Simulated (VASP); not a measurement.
# Si2I (Pnnm) in VASP: a series of runs

Si2I is run at these levels: PBE; tasks: single point.

Everything below comes from runs of VASP 6.6.1. Logs are shortened: lines on timing, memory, paths and dates and some standing lists are left out, and cuts for length are marked.

## (1) The cell of the first run

The structure is orthorhombic, space group Pnnm (No. 58). The conventional cell has a = 5.206 Å, b = 8.602 Å, c = 3.502 Å, α = 90.00°, β = 90.00°, γ = 90.00°. Si (site symmetry m) has 1 Si at 2.41 Å and 2 I at 2.86 Å within 3.2 Å. I (site symmetry 2/m) has 10 Si at 2.86 to 3.80 Å and 2 I at 3.50 Å within 3.8 Å.

## (2) Single point, PBE

The input, INCAR:

```
SYSTEM = Si2I
ALGO     = Normal         ! electronic algorithm
EDIFF    = 1E-7           ! SCF threshold, eV
ENCUT    = 520            ! plane-wave cutoff, eV
GGA      = PE             ! functional
ISIF     = 2              ! what is computed and relaxed
ISMEAR   = 0              ! smearing method
LASPH    = .True.         ! aspherical terms in the spheres
LCHARG   = .False.        ! write CHGCAR
LREAL    = .False.        ! projectors in reciprocal space
LWAVE    = .False.        ! write WAVECAR
NBANDS   = 24             ! bands
NELM     = 60             ! most SCF steps
PREC     = Accurate       ! precision mode
SIGMA    = 0.1            ! smearing width, eV
```

The input, KPOINTS:

```
k-points
0
Gamma
  4 2 6
  0 0 0
```

The input, POSCAR:

```
Si2I
1.0
    5.2059318459      0.0000000000      0.0000000000
    0.0000000000      8.6019884178      0.0000000000
    0.0000000000      0.0000000000      3.5018993031
Si I
4 2
Direct
    0.3850252718      0.8784646795      0.5000000000
    0.8850252718      0.6215353205      0.0000000000
    0.6149747282      0.1215353205      0.5000000000
    0.1149747282      0.3784646795      0.0000000000
    0.5000000000      0.5000000000      0.5000000000
    0.0000000000      0.0000000000      0.0000000000
```

Potentials or basis: VASP PAW PBE potentials, release 64 (Si, I).

On the command line:

```
$ cat potpaw_PBE.64/Si/POTCAR potpaw_PBE.64/I/POTCAR > POTCAR
$ mpirun -np 1 vasp_std > vasp.out
```

OUTCAR:

```text
SYSTEM = Si2I
   EDIFF = 1E-7
   ENCUT = 520
   GGA = PE
   ISIF = 2
   ISMEAR = 0
   LASPH = .True.
   LREAL = .False.
   NELM = 60
   PREC = Accurate

 ion  position               nearest neighbor table
   1  0.385  0.878  0.500-   3 2.41   6 2.86   6 2.86   5 3.31
   2  0.885  0.622  0.000-   4 2.41   5 2.86   5 2.86   6 3.31
   3  0.615  0.122  0.500-   1 2.41   6 2.86   6 2.86   5 3.31
   4  0.115  0.378  0.000-   2 2.41   5 2.86   5 2.86   6 3.31
   5  0.500  0.500  0.500-   4 2.86   4 2.86   2 2.86   2 2.86   3 3.31   1 3.31
   6  0.000  0.000  0.000-   1 2.86   3 2.86   1 2.86   3 2.86   2 3.31   4 3.31

  LATTYP: Found a simple orthorhombic cell.
 ALAT       =     3.5018993031
 B/A-ratio  =     1.4866023821
 C/A-ratio  =     2.4563780033

  Lattice vectors:

 A1 = (   0.0000000000,   0.0000000000,   3.5018993031)
 A2 = (   5.2059318459,   0.0000000000,   0.0000000000)
 A3 = (   0.0000000000,   8.6019884178,   0.0000000000)

Analysis of symmetry for initial positions (statically):
=====================================================================
 Subroutine PRICEL returns:
 Original cell was already a primitive cell.

 Routine SETGRP: Setting up the symmetry group for a
 simple orthorhombic supercell.

 Subroutine GETGRP returns: Found  8 space group operations
 (whereof  4 operations were pure point group operations)
 out of a pool of  8 trial point group operations.

The static configuration has the point symmetry C_2h.
 The point group associated with its full space group is D_2h.

Analysis of symmetry for dynamics (positions and initial velocities):
=====================================================================
 Subroutine PRICEL returns:
 Original cell was already a primitive cell.

 Routine SETGRP: Setting up the symmetry group for a
 simple orthorhombic supercell.

 Subroutine GETGRP returns: Found  8 space group operations
 (whereof  4 operations were pure point group operations)
 out of a pool of  8 trial point group operations.

The dynamic configuration has the point symmetry C_2h.
 The point group associated with its full space group is D_2h.

 Subroutine INISYM returns: Found  8 space group operations
 (whereof  4 operations are pure point group operations),
 and found     1 'primitive' translations

----------------------------------------------------------------------------------------

                                     Primitive cell

[... 99 lines left out ...]
   EDIFFG = 0.1E-05   stopping-criterion for IOM
   NSW    =      0    number of steps for IOM
   IBRION =     -1    ionic relax: 0-MD 1-quasi-New 2-CG
   NFREE  =      0    steps in history (QN), initial steepest desc. (CG)
   ISIF   =      2    stress and relaxation
   ISYM   =      2    0-nonsym 1-usesym 2-fastsym
   POTIM  = 0.5000    time-step for ionic-motion
   TEBEG  =    0.0;   TEEND  =   0.0 temperature during run
   PSTRESS=    0.0 pullay stress
   NELECT =      30.0000    total number of electrons
   NUPDOWN=      -1.0000    fix difference up-down
   EMIN   =  10.00;   EMAX   =-10.00  energy-range for DOS
   EFERMI =   0.00;   METHOD = LEGACY
   ISMEAR =     0;   SIGMA  =   0.10  broadening in eV -4-tet -1-fermi 0-gaus
   EFERMI_NEDOS =   21; number of points for ismear=-14 and -15
   IALGO  =     38    algorithm
   IMIX   =      4    mixing-type and parameters
     AMIX     =   0.40;   BMIX     =  1.00
     AMIX_MAG =   1.60;   BMIX_MAG =  1.00
  volume/ion in A,a.u.               =      26.14       176.38
  Fermi-wavevector in a.u.,A,eV,Ry     =   0.943297  1.782572 12.106578  0.889808
  Thomas-Fermi vector in A             =   2.070990
   LORBIT       =      0    0 simple, 1 ext, 2 COOP (PROOUT), +10 PAW based schemes
   GGA     = PE    functional components
   LHFCALC =     F    Hartree Fock is set to
   AEXX    =    0.0000 exact exchange contribution
   IVDW    =     0    specifies the selected vdW correction
   LEPSILON=     F    determine dielectric tensor
   LRPA    =     F    only Hartree local field effects (RPA)
 non-spin polarized calculation
 Gauss-broadening in eV      SIGMA  =   0.10
  energy-cutoff  :      520.00
  volume of cell :      156.82
 maximum number of plane-waves:      4268
 NGX is ok and might be reduce to    40
   NGX = 19   NGY = 31   NGZ = 13

 number of electron      29.9999999 magnetization

 Free energy of the ion-electron system (eV)
  ---------------------------------------------------
  ext. energy  EPLUGINS =         0.00000000
  ---------------------------------------------------
  free energy    TOTEN  =       -18.84687612 eV

  energy without entropy =      -18.82308127  energy(sigma->0) =      -18.83497870

 E-fermi :   5.7084     XC(G=0):  -9.2616

 val. band max:        5.6675379725   @ k =   0.2500   0.5000   0.0000
 cond. band min:       5.7311728397   @ k =   0.5000   0.0000   0.5000
 fundamental gap:      0.0636348672
 Fermi energy:         5.7083558360

 k-point     1 :       0.0000    0.0000    0.0000
  band No.  band energies     occupation
      1      -9.1537      2.00000
      2      -8.9365      2.00000
      3      -2.5714      2.00000
      4      -2.3055      2.00000
      5      -2.2613      2.00000
      6      -1.5303      2.00000
[... 637 lines left out ...]
     23      10.4853      0.00000
     24      10.4857      0.00000

------------------------ aborting loop because EDIFF is reached ----------------------------------------

  FORCE on cell =-STRESS in cart. coord.  units (eV):
  Direction    XX          YY          ZZ          XY          YZ          ZX
  --------------------------------------------------------------------------------------
  -------------------------------------------------------------------------------------
  Total        0.2862144      0.0481773      0.3147970      0.0000000      0.0000000      0.0000000
  in kB        2.9241596      0.4922114      3.2161788      0.0000000      0.0000000      0.0000000
  external PRESSURE =       2.2108499 kB  Pullay stress =       0.0000000 kB

 VOLUME and BASIS-vectors are now :
 -----------------------------------------------------------------------------
  energy-cutoff  :      520.00
  volume of cell :      156.82
      direct lattice vectors                 reciprocal lattice vectors
     5.205931846  0.000000000  0.000000000     0.192088569  0.000000000  0.000000000
     0.000000000  8.601988418  0.000000000     0.000000000  0.116252191  0.000000000
     0.000000000  0.000000000  3.501899303     0.000000000  0.000000000  0.285559325

 POSITION                                       TOTAL-FORCE (eV/Angst)
 -----------------------------------------------------------------------------------
      2.00442      7.55654      1.75095        -0.014784      0.009246     -0.000000
      4.60738      5.34644      0.00000        -0.014784     -0.009246     -0.000000
      3.20152      1.04545      1.75095         0.014784     -0.009246      0.000000
      0.59855      3.25555      0.00000         0.014784      0.009246      0.000000
      2.60297      4.30099      1.75095         0.000000      0.000000      0.000000
      0.00000      0.00000      0.00000         0.000000      0.000000      0.000000
 -----------------------------------------------------------------------------------
    total drift:                               -0.000000      0.000000     -0.000000

  FREE ENERGIE OF THE ION-ELECTRON SYSTEM (eV)
  ---------------------------------------------------
  free  energy   TOTEN  =       -18.8468761244 eV

  energy  without entropy=      -18.8230812688  energy(sigma->0) =      -18.83497870
```

stdout:

```text
POSCAR found type information on POSCAR SiI
 POSCAR found :  2 types and       6 ions
 scaLAPACK will be used
 LDA part: xc-table for (Slater+PW92), standard interpolation
 POSCAR, INCAR and KPOINTS ok, starting setup
 FFT: planning ... GRIDC
 FFT: planning ... GRID_SOFT
 FFT: planning ... GRID
 WAVECAR not read
 entering main loop
```

Run time: 57 s. Hardware: 1 thread of Intel Xeon Platinum 8375C at 2.90GHz (Ice Lake), shared host; peak memory 0.28 GiB.

Results:

```yaml
Free_energy: -18.8469 eV
Pressure: 0.2 GPa
Largest_force: 0.017 eV/Å
Band_gap_on_the_k_mesh: zero (band 15 reaches 7.10 eV, above the bottom of band 16 at 4.68 eV)
```

Forces in eV/Å, atoms in the order of the input:
```
Si  -0.015  0.009  0.000
Si  -0.015 -0.009  0.000
Si   0.015 -0.009  0.000
Si   0.015  0.009  0.000
I    0.000  0.000  0.000
I    0.000  0.000  0.000
```

Levels at points of the mesh, in eV from the Fermi level:
```tsv
k point	band 10	band 11	band 12	band 13	band 14	band 15	band 16	band 17	band 18	band 19
(0.00, 0.00, 0.00)	-2.36	-2.34	-2.09	-1.62	-0.97	1.39	1.81	2.19	2.92	3.05
(0.50, 0.00, 0.00)	-2.52	-1.98	-1.98	-1.15	-1.15	0.23	0.23	1.49	1.49	3.03
(0.00, 0.50, 0.00)	-2.68	-2.23	-2.23	-0.88	-0.88	1.33	1.33	2.93	2.93	3.21
(0.50, 0.50, 0.00)	-2.40	-1.98	-1.98	-0.20	-0.20	0.43	0.43	1.45	1.45	3.58
(0.00, 0.00, 0.50)	-4.46	-2.87	-2.87	-2.21	-2.21	-0.57	-0.57	-0.41	-0.41	1.18
(0.50, 0.00, 0.50)	-4.61	-1.76	-1.76	-1.70	-1.70	0.02	0.02	1.17	1.17	1.29
(0.00, 0.50, 0.50)	-4.46	-3.52	-3.52	-2.18	-2.18	-1.03	-1.03	0.46	0.46	1.67
(0.50, 0.50, 0.50)	-3.73	-3.49	-3.49	-0.82	-0.82	-0.56	-0.56	1.45	1.45	2.10
```

Caveat: the k points lie up to 0.37 Å⁻¹ apart; spin-orbit coupling is left out, which moves the levels of the heavy elements.

(Continued in part 2 of 2.)
